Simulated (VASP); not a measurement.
Al, 1 atom in the cell. It takes space group R-3m (No. 166, trigonal). The conventional cell has a = 5.336 Å, b = 5.336 Å, c = 1.961 Å, α = 90.00°, β = 90.00°, γ = 120.00°. Within 2.6 Å of Al (site symmetry -3m) lie 2 Al at 1.96 Å.  This cell differs from its parent crystal: ratio of the length along [111] to the lengths across it x 0.6, volume and fractional coordinates fixed.

* Program: VASP 6.6.1
* Task: single point
* Functional: PBEsol
* Potentials or basis: VASP PAW PBE potentials, release 64 (Al)
* Cutoff: 520 eV
* k mesh: 24 × 24 × 24
* Occupations: gaussian, width 0.15 eV
* Spin: no spin polarisation
* Dipole correction: no
* Further INCAR settings: ALGO = Fast; EDIFF = 1e-06; NBANDS = 8

Potentials or basis: VASP PAW PBE potentials, release 64 (Al).

Command:

```sh
$ cat potpaw_PBE.64/Al/POTCAR > POTCAR
$ mpirun -np 1 vasp_std > vasp.out
```

Hardware: 1 thread of Intel(R) Xeon(R) 6975P-C (Granite Rapids), on a shared host.

Problem. Estimate the wall time of this run.

Solution. Run time: 50 s on 1 thread of Intel(R) Xeon(R) 6975P-C (Granite Rapids), with other jobs on the host, peak memory 0.25 GiB. Counts: scf iterations 12, k points 1313.
